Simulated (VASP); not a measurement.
# W in VASP: single point with PBE

Aim: the single point of W with PBE.

Program: VASP 6.6.1. These are calculated values, not measurements. Logs are shortened: lines on timing, memory, paths and dates and some standing lists are left out, and cuts for length are marked.

### 1 The cell of the first run

The cell holds a slab with vacuum, 16 atoms: a = 6.367 Å, b = 6.367 Å, c = 20.143 Å, α = 90.00°, β = 90.00°, γ = 90.00°.

### 2 Single point, PBE

The input, INCAR:

```
PREC = Accurate
ENCUT = 520
EDIFF = 1E-7
ISMEAR = 0
SIGMA = 0.1
LREAL = Auto
LASPH = True
NELM = 100
ALGO = Normal
ISIF = 2
LWAVE = False
LCHARG = False
LDIPOL = True
IDIPOL = 3
DIPOL = 0.5 0.5 0.316
GGA = PE
NBANDS = 126
```

The input, KPOINTS:

```
regular mesh
0
Gamma
  4 4 1
```

The input, POSCAR:

```
W
1.0
    6.3673983413      0.0000000000      0.0000000000
    0.0000000000      6.3673983413      0.0000000000
    0.0000000000      0.0000000000     20.1425775435
W
16
Direct
    0.2500000000      0.2500000000      0.1985843168
    0.2500000000      0.7500000000      0.1985843168
    0.7500000000      0.2500000000      0.1985843168
    0.7500000000      0.7500000000      0.1985843168
    0.0000000000      0.0000000000      0.2776134074
    0.0000000000      0.5000000000      0.2776134074
    0.5000000000      0.0000000000      0.2776134074
    0.5000000000      0.5000000000      0.2776134074
    0.2500000000      0.2500000000      0.3599451791
    0.2500000000      0.7500000000      0.3599451791
    0.7500000000      0.2500000000      0.3599451791
    0.7500000000      0.7500000000      0.3599451791
    0.0000000000      0.0000000000      0.4290700892
    0.0000000000      0.5000000000      0.4290700892
    0.5000000000      0.0000000000      0.4290700892
    0.5000000000      0.5000000000      0.4290700892
```

Potentials or basis: VASP PAW PBE potentials, release 64 (W_sv).

Started as:

```console
cat potpaw_PBE.64/W_sv/POTCAR > POTCAR
mpirun -np 1 vasp_std > vasp.out
```

OUTCAR:

```text
PREC = Accurate
   ENCUT = 520
   EDIFF = 1E-7
   ISMEAR = 0
   LREAL = Auto
   LASPH = True
   NELM = 100
   ISIF = 2
   GGA = PE

 ion  position               nearest neighbor table
   1  0.250  0.250  0.199-   5 2.76   6 2.76   7 2.76   8 2.76   2 3.18   3 3.18   2 3.18   3 3.18
                             9 3.25
   2  0.250  0.750  0.199-   5 2.76   6 2.76   7 2.76   8 2.76   1 3.18   4 3.18   1 3.18   4 3.18
                            10 3.25
   3  0.750  0.250  0.199-   5 2.76   6 2.76   7 2.76   8 2.76   1 3.18   4 3.18   4 3.18   1 3.18
                            11 3.25
   4  0.750  0.750  0.199-   5 2.76   6 2.76   7 2.76   8 2.76   2 3.18   3 3.18   3 3.18   2 3.18
                            12 3.25
   5  0.000  0.000  0.278-   1 2.76   2 2.76   3 2.76   4 2.76   9 2.80  10 2.80  11 2.80  12 2.80
                            13 3.05   7 3.18   6 3.18   6 3.18   7 3.18
   6  0.000  0.500  0.278-   1 2.76   2 2.76   3 2.76   4 2.76   9 2.80  10 2.80  11 2.80  12 2.80
                            14 3.05   8 3.18   5 3.18   5 3.18   8 3.18
   7  0.500  0.000  0.278-   1 2.76   2 2.76   3 2.76   4 2.76   9 2.80  10 2.80  11 2.80  12 2.80
                            15 3.05   8 3.18   5 3.18   8 3.18   5 3.18
   8  0.500  0.500  0.278-   1 2.76   2 2.76   3 2.76   4 2.76   9 2.80  10 2.80  11 2.80  12 2.80
                            16 3.05   7 3.18   6 3.18   7 3.18   6 3.18
   9  0.250  0.250  0.360-  13 2.65  14 2.65  15 2.65  16 2.65   5 2.80   6 2.80   7 2.80   8 2.80
[... 22 lines left out ...]
 A1 = (   6.3673983413,   0.0000000000,   0.0000000000)
 A2 = (   0.0000000000,   6.3673983413,   0.0000000000)
 A3 = (   0.0000000000,   0.0000000000,  20.1425775435)

Analysis of symmetry for initial positions (statically):
=====================================================================
 Subroutine PRICEL returns following result:

  LATTYP: Found a simple tetragonal cell.
 ALAT       =     3.1836991707
 C/A-ratio  =     6.3267841790

  Lattice vectors:

 A1 = (   3.1836991707,   0.0000000000,   0.0000000000)
 A2 = (   0.0000000000,   3.1836991707,   0.0000000000)
 A3 = (   0.0000000000,   0.0000000000,  20.1425775435)

   4 primitive cells build up your supercell.

 Routine SETGRP: Setting up the symmetry group for a
 simple tetragonal supercell.

 Subroutine GETGRP returns: Found  8 space group operations
 (whereof  8 operations were pure point group operations)
 out of a pool of 16 trial point group operations.

The static configuration has the point symmetry C_4v.

Analysis of symmetry for dynamics (positions and initial velocities):
=====================================================================
 Subroutine PRICEL returns following result:

  LATTYP: Found a simple tetragonal cell.
 ALAT       =     3.1836991707
 C/A-ratio  =     6.3267841790

  Lattice vectors:

 A1 = (   3.1836991707,   0.0000000000,   0.0000000000)
 A2 = (   0.0000000000,   3.1836991707,   0.0000000000)
 A3 = (   0.0000000000,   0.0000000000,  20.1425775435)

   4 primitive cells build up your supercell.

 Routine SETGRP: Setting up the symmetry group for a
 simple tetragonal supercell.

 Subroutine GETGRP returns: Found  8 space group operations
 (whereof  8 operations were pure point group operations)
 out of a pool of 16 trial point group operations.

The dynamic configuration has the point symmetry C_4v.

 Subroutine INISYM returns: Found  8 space group operations
 (whereof  8 operations are pure point group operations),
 and found     4 'primitive' translations

----------------------------------------------------------------------------------------

                                     Primitive cell

  volume of cell :     204.1640

  direct lattice vectors                    reciprocal lattice vectors
     3.183699171  0.000000000  0.000000000     0.314100028  0.000000000  0.000000000
     0.000000000  3.183699171  0.000000000     0.000000000  0.314100028  0.000000000
     0.000000000  0.000000000 20.142577543     0.000000000  0.000000000  0.049646079

  length of vectors
     3.183699171  3.183699171 20.142577543     0.314100028  0.314100028  0.049646079

  position of ions in fractional coordinates (direct lattice)
     0.500000000  0.500000000  0.198584317
     0.000000000  0.000000000  0.277613407
     0.500000000  0.500000000  0.359945179
     0.000000000  0.000000000  0.429070089

  ion indices of the primitive-cell ions
   primitive index   ion index
                 1           1
                 2           5
                 3           9
                 4          13

----------------------------------------------------------------------------------------

 KPOINTS: regular mesh

Automatic generation of k-mesh.
 Grid dimensions read from file:
 generate k-points for:    4    4    1

 Generating k-lattice:

  Cartesian coordinates                     Fractional coordinates (reciprocal lattice)
     0.039262504  0.000000000  0.000000000     0.250000000  0.000000000  0.000000000
     0.000000000  0.039262504  0.000000000     0.000000000  0.250000000  0.000000000
     0.000000000  0.000000000  0.049646079     0.000000000  0.000000000  1.000000000

  Length of vectors
     0.039262504  0.039262504  0.049646079

  Shift w.r.t. Gamma in fractional coordinates (k-lattice)
     0.000000000  0.000000000  0.000000000

 Subroutine IBZKPT returns following result:
 ===========================================

 Found      6 irreducible k-points:

 Following reciprocal coordinates:
            Coordinates               Weight
  0.000000  0.000000  0.000000      1.000000
  0.250000  0.000000  0.000000      4.000000
  0.500000  0.000000  0.000000      2.000000
  0.250000  0.250000  0.000000      4.000000
  0.500000  0.250000  0.000000      4.000000
  0.500000  0.500000  0.000000      1.000000
   k-points           NKPTS =      6   k-points in BZ     NKDIM =      6   number of bands    NBANDS=    126
   number of dos      NEDOS =    301   number of ions     NIONS =     16
   total plane-waves  NPLWV = 345600
   dimension x,y,z NGX =    48 NGY =   48 NGZ =  150
   dimension x,y,z NGXF=    96 NGYF=   96 NGZF=  300
   ions per type =              16
   NGX,Y,Z   is equivalent  to a cutoff of  12.53, 12.53, 12.38 a.u.
   NGXF,Y,Z  is equivalent  to a cutoff of  25.06, 25.06, 24.76 a.u.
 SYSTEM =  unknown system
   PREC   = accura    normal or accurate (medium, high low for compatibility)
   ISTART =      0    job   : 0-new  1-cont  2-samecut
   ICHARG =      2    charge: 1-file 2-atom 10-const
   ISPIN  =      1    spin polarized calculation?
   LNONCOLLINEAR =      F non collinear calculations
   LSORBIT =      F    spin-orbit coupling
   LASPH  =      T    aspherical Exc in radial PAW
   ENCUT  =  520.0 eV  38.22 Ry    6.18 a.u.  11.84 11.84 37.45*2*pi/ulx,y,z
   NELM   =    100;   NELMIN=  2; NELMDL= -5     # of ELM steps
   EDIFF  = 0.1E-06   stopping-criterion for ELM
   LREAL  =      T    real-space projection
   EDIFFG = 0.1E-05   stopping-criterion for IOM
   NSW    =      0    number of steps for IOM
   IBRION =     -1    ionic relax: 0-MD 1-quasi-New 2-CG
   NFREE  =      0    steps in history (QN), initial steepest desc. (CG)
   ISIF   =      2    stress and relaxation
   ISYM   =      2    0-nonsym 1-usesym 2-fastsym
   POTIM  = 0.5000    time-step for ionic-motion
   TEBEG  =    0.0;   TEEND  =   0.0 temperature during run
   PSTRESS=    0.0 pullay stress
   NELECT =     224.0000    total number of electrons
   NUPDOWN=      -1.0000    fix difference up-down
   EMIN   =  10.00;   EMAX   =-10.00  energy-range for DOS
   EFERMI =   0.00;   METHOD = LEGACY
   ISMEAR =     0;   SIGMA  =   0.10  broadening in eV -4-tet -1-fermi 0-gaus
   EFERMI_NEDOS =   21; number of points for ismear=-14 and -15
   IALGO  =     38    algorithm
   IMIX   =      4    mixing-type and parameters
     AMIX     =   0.40;   BMIX     =  1.00
     AMIX_MAG =   1.60;   BMIX_MAG =  1.00
  volume/ion in A,a.u.               =      51.04       344.44
  Fermi-wavevector in a.u.,A,eV,Ry     =   1.063680  2.010064 15.393848  1.131416
  Thomas-Fermi vector in A             =   2.199173
   LORBIT       =      0    0 simple, 1 ext, 2 COOP (PROOUT), +10 PAW based schemes
   GGA     = PE    functional components
   LHFCALC =     F    Hartree Fock is set to
   AEXX    =    0.0000 exact exchange contribution
   IVDW    =     0    specifies the selected vdW correction
   LEPSILON=     F    determine dielectric tensor
   LRPA    =     F    only Hartree local field effects (RPA)
 non-spin polarized calculation
 Gauss-broadening in eV      SIGMA  =   0.10
  energy-cutoff  :      520.00
  volume of cell :      816.66
 maximum number of plane-waves:     22040
 NGX is ok and might be reduce to    48
   NGX = 23   NGY = 23   NGZ = 75

 dipolmoment           0.000000      0.000000      0.008945 electrons x Angstroem

 number of electron     223.9999966 magnetization

 dipolmoment           0.000000      0.000000     -0.016333 electrons x Angstroem

 Free energy of the ion-electron system (eV)
  ---------------------------------------------------
  ext. energy  EPLUGINS =         0.00000000
  ---------------------------------------------------
  free energy    TOTEN  =      -186.12251759 eV

  energy without entropy =     -186.00667765  energy(sigma->0) =     -186.06459762

 E-fermi :   0.7340     XC(G=0):  -5.4585

 val. band max:        0.7242410657   @ k =   0.5000   0.0000   0.0000
 cond. band min:       0.7341045394   @ k =   0.5000   0.5000   0.0000
 fundamental gap:      0.0098634736
 Fermi energy:         0.7340348151

 k-point     1 :       0.0000    0.0000    0.0000
  band No.  band energies     occupation
      1     -73.1527      2.00000
      2     -73.0891      2.00000
      3     -73.0891      2.00000
      4     -73.0810      2.00000
      5     -73.0714      2.00000
      6     -73.0714      2.00000
[... 751 lines left out ...]
    123       1.8885      0.00000
    124       1.8885      0.00000
 [bands above 124 left out]

------------------------ aborting loop because EDIFF is reached ----------------------------------------

 vacuum level on the upper side and lower side of the slab       (xc-potential included)        -0.162        -0.089

  FORCE on cell =-STRESS in cart. coord.  units (eV):
  Direction    XX          YY          ZZ          XY          YZ          ZX
  --------------------------------------------------------------------------------------
  -------------------------------------------------------------------------------------
  Total      -24.5087874    -24.5087874    -11.9681095      0.0000000      0.0000000      0.0000000
  in kB      -48.0831956    -48.0831956    -23.4799438      0.0000000      0.0000000      0.0000000
  external PRESSURE =     -39.8821116 kB  Pullay stress =       0.0000000 kB

 VOLUME and BASIS-vectors are now :
 -----------------------------------------------------------------------------
  energy-cutoff  :      520.00
  volume of cell :      816.66
      direct lattice vectors                 reciprocal lattice vectors
     6.367398341  0.000000000  0.000000000     0.157050014  0.000000000  0.000000000
     0.000000000  6.367398341  0.000000000     0.000000000  0.157050014  0.000000000
     0.000000000  0.000000000 20.142577543     0.000000000  0.000000000  0.049646079

 POSITION                                       TOTAL-FORCE (eV/Angst)
 -----------------------------------------------------------------------------------
      1.59185      1.59185      4.00000        -0.000000      0.000000      1.981170
      1.59185      4.77555      4.00000        -0.000000      0.000000      1.981170
      4.77555      1.59185      4.00000         0.000000     -0.000000      1.981170
      4.77555      4.77555      4.00000        -0.000000      0.000000      1.981170
      0.00000      0.00000      5.59185        -0.000000      0.000000     -2.059661
      0.00000      3.18370      5.59185         0.000000     -0.000000     -2.059661
[... 8 lines left out ...]
      3.18370      0.00000      8.64258         0.000000     -0.000000      0.059503
      3.18370      3.18370      8.64258         0.000000      0.000000      0.059503
 -----------------------------------------------------------------------------------
    total drift:                                0.000000      0.000000      0.008531

  FREE ENERGIE OF THE ION-ELECTRON SYSTEM (eV)
  ---------------------------------------------------
  free  energy   TOTEN  =      -186.1225175916 eV

  energy  without entropy=     -186.0066776484  energy(sigma->0) =     -186.06459762

 vacuum level on the upper side and lower side of the slab         4.705         4.782
```

Wall time 20 min (1 thread of Intel Xeon 6975P-C (Granite Rapids), shared host); peak memory 0.89 GiB.

Results:

* Free energy: -186.1225 eV
* Largest force: 2.060 eV/Å
* Band gap on the k mesh: zero (bands 112 and 113 overlap by 0.13 eV)

Forces in eV/Å, atoms in the order of the input:
```
W    0.000  0.000  1.981
W    0.000  0.000  1.981
W    0.000  0.000  1.981
W    0.000  0.000  1.981
W    0.000  0.000 -2.060
W    0.000  0.000 -2.060
W    0.000  0.000 -2.060
W    0.000  0.000 -2.060
W    0.000  0.000  0.019
W    0.000  0.000  0.019
W    0.000  0.000  0.019
W    0.000  0.000  0.019
W    0.000  0.000  0.060
W    0.000  0.000  0.060
W    0.000  0.000  0.060
W    0.000  0.000  0.060
```

Caveat: spin-orbit coupling is left out, which moves the levels of the heavy elements.
